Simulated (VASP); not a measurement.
# Pd (Im-3m) in VASP: further runs, part 2 of 2

VASP 6.6.1.

**3. Single point, r2SCAN**

This run uses another cell than the first one, of 14.93 Å³/atom, 1.021 times its volume.

Input file POSCAR:

```
Pd
1.0
   -1.5510313546      1.5510313546      1.5510313546
    1.5510313546     -1.5510313546      1.5510313546
    1.5510313546      1.5510313546     -1.5510313546
Pd
1
Direct
    0.0000000000      0.0000000000      0.0000000000
```

Input file INCAR.step1:

```
SYSTEM = Pd
PREC = Accurate ; ENCUT = 520
ISMEAR = -1 ; SIGMA = 0.05
LREAL = .False. ; LASPH = .True.
NELM = 100 ; NBANDS = 11
GGA = PE ; ALGO = Normal
EDIFF = 1E-4 ; LWAVE = .True.
LCHARG = .False.
```

Input file INCAR.step2:

```
SYSTEM = Pd
PREC = Accurate ; ENCUT = 520
EDIFF = 1E-6 ; ISMEAR = -1
SIGMA = 0.05 ; LREAL = .False.
LASPH = .True. ; NELM = 100
ALGO = Normal ; ISIF = 2
LWAVE = .False. ; LCHARG = .True.
METAGGA = R2SCAN ; LMIXTAU = .True.
LELF = .True. ; LVHAR = .True.
NBANDS = 11 ; ISTART = 1
```

Input file KPOINTS:

```
Automatic mesh
0
Gamma
  12 12 12
  0 0 0
```

Potentials or basis: VASP PAW PBE potentials, release 64 (Pd).

Run with:

```console
> cat potpaw_PBE.64/Pd/POTCAR > POTCAR
> cp INCAR.step1 INCAR
> mpirun -np 1 vasp_std > vasp.out
> cp INCAR.step2 INCAR
> mpirun -np 1 vasp_std > vasp.out
```

OUTCAR:

```text
SYSTEM = Pd
   PREC = Accurate
   ENCUT = 520
   EDIFF = 1E-6
   ISMEAR = -1
   LREAL = .False.
   LASPH = .True.
   NELM = 100
   ISIF = 2
   METAGGA = R2SCAN
   ISTART = 1

 ion  position               nearest neighbor table
   1  0.000  0.000  0.000-

  LATTYP: Found a body centered cubic cell.
 ALAT       =     3.1020627092

  Lattice vectors:

 A1 = (  -1.5510313546,   1.5510313546,   1.5510313546)
 A2 = (   1.5510313546,  -1.5510313546,   1.5510313546)
[... 513 lines left out ...]
     10      32.0649      0.00000
     11      35.0053      0.00000

 [... further k-points ...]

------------------------ aborting loop because EDIFF is reached ----------------------------------------

  FORCE on cell =-STRESS in cart. coord.  units (eV):
  Direction    XX          YY          ZZ          XY          YZ          ZX
  --------------------------------------------------------------------------------------
  -------------------------------------------------------------------------------------
  Total        0.1762786      0.1762786      0.1762786      0.0000000      0.0000000     -0.0000000
  in kB       18.9229291     18.9229291     18.9229291      0.0000000      0.0000000     -0.0000000
  external PRESSURE =      18.9229291 kB  Pullay stress =       0.0000000 kB

 VOLUME and BASIS-vectors are now :
 -----------------------------------------------------------------------------
  energy-cutoff  :      520.00
  volume of cell :       14.93
      direct lattice vectors                 reciprocal lattice vectors
    -1.551031355  1.551031355  1.551031355     0.000000000  0.322366146  0.322366146
     1.551031355 -1.551031355  1.551031355     0.322366146  0.000000000  0.322366146
     1.551031355  1.551031355 -1.551031355     0.322366146  0.322366146  0.000000000

 POSITION                                       TOTAL-FORCE (eV/Angst)
 -----------------------------------------------------------------------------------
      0.00000      0.00000      0.00000         0.000000      0.000000      0.000000
 -----------------------------------------------------------------------------------
    total drift:                                0.000000     -0.000000      0.000000

  FREE ENERGIE OF THE ION-ELECTRON SYSTEM (eV)
  ---------------------------------------------------
  free  energy   TOTEN  =       -22.9117965197 eV

  energy  without entropy=      -22.9024392945  energy(sigma->0) =      -22.90711791
```

OUTCAR.step1:

```text
SYSTEM = Pd
   PREC = Accurate
   ENCUT = 520
   ISMEAR = -1
   LREAL = .False.
   LASPH = .True.
[... 552 lines left out ...]
 -----------------------------------------------------------------------------------
      0.00000      0.00000      0.00000         0.000000      0.000000      0.000000
 -----------------------------------------------------------------------------------
    total drift:                                0.000000     -0.000000      0.000000

  FREE ENERGIE OF THE ION-ELECTRON SYSTEM (eV)
  ---------------------------------------------------
  free  energy   TOTEN  =        -5.1724743377 eV

  energy  without entropy=       -5.1628023070  energy(sigma->0) =       -5.16763832
```

OSZICAR.step1:

```text
N       E                     dE             d eps       ncg     rms          rms(c)
DAV:   1     0.429511060431E+02    0.42951E+02   -0.51870E+03  1584   0.856E+02
DAV:   2    -0.485311267986E+01   -0.47804E+02   -0.46378E+02  1761   0.185E+02
DAV:   3    -0.543417788781E+01   -0.58107E+00   -0.58042E+00  1917   0.216E+01
DAV:   4    -0.543674642755E+01   -0.25685E-02   -0.25683E-02  1940   0.148E+00
DAV:   5    -0.543677221166E+01   -0.25784E-04   -0.25784E-04  1978   0.134E-01    0.739E+00
DAV:   6    -0.518561689332E+01    0.25116E+00   -0.10004E+00  1920   0.820E+00    0.365E+00
DAV:   7    -0.517598191946E+01    0.96350E-02   -0.98706E-03  2024   0.763E-01    0.194E+00
DAV:   8    -0.517247316791E+01    0.35088E-02   -0.10464E-03  1967   0.234E-01    0.590E-02
DAV:   9    -0.517247433768E+01   -0.11698E-05   -0.83116E-06  1294   0.270E-02
   1 F= -.51724743E+01 E0= -.51676383E+01  d E =-.967203E-02
```

Run time: 19 s. Hardware: 1 thread of Intel Xeon 6975P-C (Granite Rapids), shared host; peak memory 0.13 GiB.

Results:

| Item | Value |
| --- | --- |
| Free energy | -22.9118 eV |
| Pressure | 1.9 GPa |
| Band gap on the k mesh | zero (band 5 reaches 10.04 eV, above the bottom of band 6 at 8.27 eV) |

Caveat: the PAW data sets were made with another functional, which shifts forces and pressure a little.

**4. Single point, r2SCAN**

This run uses another cell than the first one, of 15.24 Å³/atom, 1.043 times its volume.

Input file POSCAR:

```
Pd
1.0
   -1.5617284606      1.5617284606      1.5617284606
    1.5617284606     -1.5617284606      1.5617284606
    1.5617284606      1.5617284606     -1.5617284606
Pd
1
Direct
    0.0000000000      0.0000000000      0.0000000000
```

Input file INCAR.step1:

```
SYSTEM = Pd
ALGO = Normal ; EDIFF = 1E-4
ENCUT = 520 ; GGA = PE
ISMEAR = -1 ; LASPH = .True.
LCHARG = .False. ; LREAL = .False.
LWAVE = .True. ; NBANDS = 11
NELM = 80 ; PREC = Accurate
SIGMA = 0.05
```

Input file INCAR.step2:

```
SYSTEM = Pd
ALGO = Normal ; EDIFF = 1E-7
ENCUT = 520 ; ISIF = 2
ISMEAR = -1 ; ISTART = 1
LASPH = .True. ; LCHARG = .False.
LMIXTAU = .True. ; LREAL = .False.
LWAVE = .False. ; METAGGA = R2SCAN
NBANDS = 11 ; NELM = 80
PREC = Accurate ; SIGMA = 0.05
```

Input file KPOINTS:

```
k-points
0
Gamma
  12 12 12
  0 0 0
```

Run with:

```console
> cat potpaw_PBE.64/Pd/POTCAR > POTCAR
> cp INCAR.step1 INCAR
> mpirun -np 1 vasp_std > vasp.out
> cp INCAR.step2 INCAR
> mpirun -np 1 vasp_std > vasp.out
```

Run time: 20 s. Hardware: 1 thread of Intel Xeon 6975P-C (Granite Rapids), shared host; peak memory 0.13 GiB.

The run converged. Its results:

| Quantity | Value |
| --- | --- |
| Free energy | -22.9119 eV |
| Pressure | -1.8 GPa |
| Band gap on the k mesh | zero (band 5 reaches 9.68 eV, above the bottom of band 6 at 7.97 eV) |

Levels at points of the mesh, in eV from the Fermi level:
```
           k point  band 3  band 4  band 5  band 6  band 7  band 8
(0.00, 0.00, 0.00)   -2.90   -2.90   -0.99   -0.99   20.29   20.29
(0.50, 0.00, 0.00)   -1.05   -0.77    0.60    1.74    8.10   15.87
(0.50, 0.50, 0.50)    0.22    0.22    0.22    9.69    9.69    9.69
```

Caveat: the PAW data sets were made with another functional, which shifts forces and pressure a little.

**5. Overview**

| cell | gap on the mesh (eV) | pressure (GPa) |
| --- | --- | --- |
| a = 2.668 Å, angles 109.5°, 1 atom | none | 6.2 |
| a = 2.686 Å, angles 109.5°, 1 atom | none | 1.9 |
| a = 2.705 Å, angles 109.5°, 1 atom | none | -1.8 |

Alike in all rows: task single point; level r2SCAN; potentials or basis VASP PAW PBE potentials, release 64 (Pd); no spin polarisation; k mesh 12 × 12 × 12; cutoff (eV) 520; smearing fermi-dirac 0.05 eV.

Caveats: the PAW data sets were made with another functional, which shifts forces and pressure a little.

Absolute energies hang on the potentials; compare differences alone.
